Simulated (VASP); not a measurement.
# Ni (Fm-3m) in VASP: notebook

The runs below take Ni through single point, with PBE.

Program: VASP 6.6.1. These are calculated values, not measurements. Logs are shortened: lines on timing, memory, paths and dates and some standing lists are left out, and cuts for length are marked.

**1. The cell of the first run**

Symmetry: Fm-3m, No. 225, cubic system. The conventional cell has a = 3.536 Å, b = 3.536 Å, c = 3.536 Å, α = 90.00°, β = 90.00°, γ = 90.00°. Ni (site symmetry m-3m) has 12 Ni at 2.50 Å within 3.3 Å.

**2. Single point, PBE**

INCAR reads:

```
SYSTEM = Ni
  PREC = Accurate
  ENCUT = 520
  EDIFF = 1E-6
  ISMEAR = -1
  SIGMA = 0.06122561905347299
  LREAL = .False.
  LASPH = .True.
  NELM = 100
  ALGO = Normal
  ISIF = 2
  LWAVE = .False.
  LCHARG = .False.
  GGA = PE
  NBANDS = 11
```

KPOINTS reads:

```
regular mesh
0
Gamma
  53 53 53
  0 0 0
```

POSCAR reads:

```
Ni
1.0
    0.0000000000      1.7681234766      1.7681234766
    1.7681234766      0.0000000000      1.7681234766
    1.7681234766      1.7681234766      0.0000000000
Ni
1
Direct
    0.0000000000      0.0000000000      0.0000000000
```

Potentials or basis: VASP PAW PBE potentials, release 64 (Ni).

Launch:

```console
$ cat potpaw_PBE.64/Ni/POTCAR > POTCAR
$ mpirun -np 1 vasp_std > vasp.out
```

OUTCAR:

```text
SYSTEM = Ni
   PREC = Accurate
   ENCUT = 520
   EDIFF = 1E-6
   ISMEAR = -1
   LREAL = .False.
   LASPH = .True.
   NELM = 100
   ISIF = 2
   GGA = PE

 ion  position               nearest neighbor table
   1  0.000  0.000  0.000-

  LATTYP: Found a face centered cubic cell.
 ALAT       =     3.5362469532

  Lattice vectors:

 A1 = (   0.0000000000,   1.7681234766,   1.7681234766)
 A2 = (   1.7681234766,   0.0000000000,   1.7681234766)
 A3 = (   1.7681234766,   1.7681234766,   0.0000000000)

Analysis of symmetry for initial positions (statically):
=====================================================================
 Subroutine PRICEL returns:
 Original cell was already a primitive cell.

 Routine SETGRP: Setting up the symmetry group for a
 face centered cubic supercell.

 Subroutine GETGRP returns: Found 48 space group operations
 (whereof 48 operations were pure point group operations)
 out of a pool of 48 trial point group operations.

The static configuration has the point symmetry O_h .

Analysis of symmetry for dynamics (positions and initial velocities):
=====================================================================
 Subroutine PRICEL returns:
 Original cell was already a primitive cell.

 Routine SETGRP: Setting up the symmetry group for a
 face centered cubic supercell.

 Subroutine GETGRP returns: Found 48 space group operations
 (whereof 48 operations were pure point group operations)
 out of a pool of 48 trial point group operations.

The dynamic configuration has the point symmetry O_h .

 Subroutine INISYM returns: Found 48 space group operations
 (whereof 48 operations are pure point group operations),
 and found     1 'primitive' translations

----------------------------------------------------------------------------------------

                                     Primitive cell

  volume of cell :      11.0552

  direct lattice vectors                    reciprocal lattice vectors
     0.000000000  1.768123477  1.768123477    -0.282785680  0.282785680  0.282785680
     1.768123477  0.000000000  1.768123477     0.282785680 -0.282785680  0.282785680
     1.768123477  1.768123477  0.000000000     0.282785680  0.282785680 -0.282785680

  length of vectors
     2.500504201  2.500504201  2.500504201     0.489799166  0.489799166  0.489799166

  position of ions in fractional coordinates (direct lattice)
     0.000000000  0.000000000  0.000000000

  ion indices of the primitive-cell ions
[... 79 lines left out ...]
   NFREE  =      0    steps in history (QN), initial steepest desc. (CG)
   ISIF   =      2    stress and relaxation
   ISYM   =      2    0-nonsym 1-usesym 2-fastsym
   POTIM  = 0.5000    time-step for ionic-motion
   TEBEG  =    0.0;   TEEND  =   0.0 temperature during run
   PSTRESS=    0.0 pullay stress
   NELECT =      10.0000    total number of electrons
   NUPDOWN=      -1.0000    fix difference up-down
   EMIN   =  10.00;   EMAX   =-10.00  energy-range for DOS
   EFERMI =   0.00;   METHOD = LEGACY
   ISMEAR =    -1;   SIGMA  =   0.06  broadening in eV -4-tet -1-fermi 0-gaus
   EFERMI_NEDOS =   21; number of points for ismear=-14 and -15
   IALGO  =     38    algorithm
   IMIX   =      4    mixing-type and parameters
     AMIX     =   0.40;   BMIX     =  1.00
     AMIX_MAG =   1.60;   BMIX_MAG =  1.00
  volume/ion in A,a.u.               =      11.06        74.60
  Fermi-wavevector in a.u.,A,eV,Ry     =   1.583260  2.991928 34.105891  2.506712
  Thomas-Fermi vector in A             =   2.683058
   LORBIT       =      0    0 simple, 1 ext, 2 COOP (PROOUT), +10 PAW based schemes
   GGA     = PE    functional components
   LHFCALC =     F    Hartree Fock is set to
   AEXX    =    0.0000 exact exchange contribution
   IVDW    =     0    specifies the selected vdW correction
   LEPSILON=     F    determine dielectric tensor
   LRPA    =     F    only Hartree local field effects (RPA)
 non-spin polarized calculation
  energy-cutoff  :      520.00
  volume of cell :       11.06
 maximum number of plane-waves:       310
   NGX =  9   NGY =  9   NGZ =  9

 number of electron      10.0000010 magnetization

 Free energy of the ion-electron system (eV)
  ---------------------------------------------------
  ext. energy  EPLUGINS =         0.00000000
  ---------------------------------------------------
  free energy    TOTEN  =        -5.43254555 eV

  energy without entropy =       -5.39115765  energy(sigma->0) =       -5.41185160

 E-fermi :   8.9653     XC(G=0): -13.1596

 val. band max:        8.9651886190   @ k =   0.3774   0.1321   0.0566
 cond. band min:       8.9653948052   @ k =  -0.4151   0.3774   0.0189
 fundamental gap:      0.0002061862
 Fermi energy:         8.9652771345

 k-point     1 :       0.0000    0.0000    0.0000
  band No.  band energies     occupation
      1       0.2345      2.00000
      2       7.1574      2.00000
      3       7.1574      2.00000
      4       7.1574      2.00000
      5       8.2271      1.99999
      6       8.2271      1.99999
      7      32.6559      0.00000
      8      36.4670      0.00000
      9      36.4670      0.00000
     10      36.4670      0.00000
     11      39.4182      0.00000
[... 309 lines left out ...]
 k-point    24 :       0.4340    0.0000    0.0000
  band No.  band energies     occupation
      1       4.5358      2.00000
      2       7.1388      2.00000
      3       7.1388      2.00000
      4       8.2697      1.99998
      5       8.8841      1.58017
      6       8.8841      1.58017
      7      15.9191      0.00000
      8      31.2987      0.00000
      9      33.6348      0.00000
     10      33.6348      0.00000
     11      36.7352      0.00000

 [... further k-points ...]

------------------------ aborting loop because EDIFF is reached ----------------------------------------

  FORCE on cell =-STRESS in cart. coord.  units (eV):
  Direction    XX          YY          ZZ          XY          YZ          ZX
  --------------------------------------------------------------------------------------
  -------------------------------------------------------------------------------------
  Total       -0.2597484     -0.2597484     -0.2597484     -0.0000000     -0.0000000     -0.0000000
  in kB      -37.6439986    -37.6439986    -37.6439986     -0.0000000     -0.0000000     -0.0000000
  external PRESSURE =     -37.6439986 kB  Pullay stress =       0.0000000 kB

 VOLUME and BASIS-vectors are now :
 -----------------------------------------------------------------------------
  energy-cutoff  :      520.00
  volume of cell :       11.06
      direct lattice vectors                 reciprocal lattice vectors
     0.000000000  1.768123477  1.768123477    -0.282785680  0.282785680  0.282785680
     1.768123477  0.000000000  1.768123477     0.282785680 -0.282785680  0.282785680
     1.768123477  1.768123477  0.000000000     0.282785680  0.282785680 -0.282785680

 POSITION                                       TOTAL-FORCE (eV/Angst)
 -----------------------------------------------------------------------------------
      0.00000      0.00000      0.00000        -0.000000     -0.000000     -0.000000
 -----------------------------------------------------------------------------------
    total drift:                                0.000000      0.000000      0.000000

  FREE ENERGIE OF THE ION-ELECTRON SYSTEM (eV)
  ---------------------------------------------------
  free  energy   TOTEN  =        -5.4325455476 eV

  energy  without entropy=       -5.3911576487  energy(sigma->0) =       -5.41185160
```

OSZICAR:

```text
N       E                     dE             d eps       ncg     rms          rms(c)
DAV:   1     0.291700834647E+02    0.29170E+02   -0.49539E+03 82636   0.124E+03
DAV:   2    -0.551033587401E+01   -0.34680E+02   -0.32865E+02 83418   0.172E+02
DAV:   3    -0.646901716466E+01   -0.95868E+00   -0.94677E+00 89897   0.333E+01
DAV:   4    -0.647700091483E+01   -0.79838E-02   -0.79811E-02 90126   0.273E+00
DAV:   5    -0.647717154958E+01   -0.17063E-03   -0.17063E-03 91523   0.380E-01    0.957E+00
DAV:   6    -0.581759344226E+01    0.65958E+00   -0.15966E+01 96608   0.552E+01    0.608E+00
DAV:   7    -0.545049031634E+01    0.36710E+00   -0.29787E+00 95977   0.220E+01    0.163E+00
DAV:   8    -0.543442048274E+01    0.16070E-01   -0.24335E-02114845   0.152E+00    0.475E-01
DAV:   9    -0.543253215169E+01    0.18883E-02   -0.25671E-03119394   0.355E-01    0.762E-02
DAV:  10    -0.543254787795E+01   -0.15726E-04   -0.19116E-05 84831   0.457E-02    0.376E-02
DAV:  11    -0.543254553082E+01    0.23471E-05   -0.92723E-07 71827   0.141E-02    0.257E-03
DAV:  12    -0.543254554761E+01   -0.16789E-07   -0.56276E-08 43317   0.220E-03
   1 F= -.54325455E+01 E0= -.54118516E+01  d E =-.413879E-01
```

It took 4.1 min on 1 thread of Intel Xeon Platinum 8488C (Sapphire Rapids), shared host; peak memory 0.54 GiB.

What came out:

```
Free energy            : -5.4325 eV
Pressure               : -3.8 GPa
Band gap on the k mesh : zero (band 5 reaches 9.12 eV, above the bottom of band 6 at 8.18 eV)
```

Levels at points of the mesh, in eV from the Fermi level:
| k point | band 3 | band 4 | band 5 | band 6 | band 7 | band 8 |
| --- | --- | --- | --- | --- | --- | --- |
| (0.00, 0.00, 0.00) | -1.81 | -1.81 | -0.74 | -0.74 | 23.69 | 27.50 |

Caveat: the run has no spin polarisation, though such a crystal can be magnetic. Spin polarisation is off, so any magnetic state and its effect on volume and gap are missing.

**3. Single point, PBE**

This run uses another cell than the first one, of 11.27 Å³/atom, 1.020 times its volume.

INCAR reads:

```
SYSTEM = Ni
ALGO = Normal
EDIFF = 1E-6
ENCUT = 520
GGA = PE
ISIF = 2
ISMEAR = -1
LASPH = .True.
LCHARG = .False.
LREAL = .False.
LWAVE = .False.
NBANDS = 11
NELM = 80
PREC = Accurate
SIGMA = 0.06122561905347299
```

KPOINTS reads:

```
k-points
0
Gamma
  53 53 53
  0 0 0
```

POSCAR reads:

```
Ni
1.0
    0.0000000000      1.7796051196      1.7796051196
    1.7796051196      0.0000000000      1.7796051196
    1.7796051196      1.7796051196      0.0000000000
Ni
1
Direct
    0.0000000000      0.0000000000      0.0000000000
```

Potentials or basis: VASP PAW PBE potentials, release 64 (Ni).

Launch:

```console
$ cat potpaw_PBE.64/Ni/POTCAR > POTCAR
$ mpirun -np 1 vasp_std > vasp.out
```

Wall time 3.7 min (1 thread of Intel Xeon Platinum 8488C (Sapphire Rapids), shared host); peak memory 0.54 GiB.

The run converged. Its results:

* Free energy: -5.4251 eV
* Pressure: -7.1 GPa
* Band gap on the k mesh: zero (band 5 reaches 8.85 eV, above the bottom of band 6 at 7.94 eV)

Levels at points of the mesh, in eV from the Fermi level:
```csv
k point,band 3,band 4,band 5,band 6,band 7,band 8
"(0.00, 0.00, 0.00)",-1.76,-1.76,-0.72,-0.72,23.53,27.19
```

Caveat: the run has no spin polarisation, though such a crystal can be magnetic.

**4. Single point, PBE**

This run uses another cell than the first one, of 10.62 Å³/atom, 0.961 times its volume.

INCAR reads:

```
ALGO     = Normal         # electronic algorithm
EDIFF    = 1E-6           # SCF threshold, eV
ENCUT    = 520            # plane-wave cutoff, eV
GGA      = PE             # functional
ISIF     = 2              # what is computed and relaxed
ISMEAR   = -1             # smearing method
LASPH    = T              # aspherical terms in the spheres
LCHARG   = F              # write CHGCAR
LREAL    = F              # projectors in reciprocal space
LWAVE    = F              # write WAVECAR
NBANDS   = 11             # bands
NELM     = 100            # most SCF steps
PREC     = Accurate       # precision mode
SIGMA    = 0.06122561905347299 # smearing width, eV
```

KPOINTS reads:

```
k-points
0
Gamma
  53 53 53
```

POSCAR reads:

```
Ni
1.0
    0.0000000000      1.7447018648      1.7447018648
    1.7447018648      0.0000000000      1.7447018648
    1.7447018648      1.7447018648      0.0000000000
Ni
1
Direct
    0.0000000000      0.0000000000      0.0000000000
```

Launch:

```console
$ cat potpaw_PBE.64/Ni/POTCAR > POTCAR
$ mpirun -np 1 vasp_std > vasp.out
```

Run time: 5.7 min. Hardware: 1 thread of AMD EPYC 9R45 (Zen 5), shared host; peak memory 0.46 GiB.

It converged, with:

```
Free energy            : -5.4325 eV
Pressure               : 4.2 GPa
Band gap on the k mesh : zero (band 5 reaches 9.71 eV, above the bottom of band 6 at 8.71 eV)
```

Levels at points of the mesh, in eV from the Fermi level:
```csv
k point,band 2,band 3,band 4,band 5,band 6,band 7,band 8,band 9
"(0.00, 0.00, 0.00)",-1.92,-1.92,-1.92,-0.78,-0.78,24.03,28.15,28.15
```

Caveat: the run has no spin polarisation, though such a crystal can be magnetic. Spin polarisation is off, so any magnetic state and its effect on volume and gap are missing.

(Part 1 of 2 ends here.)
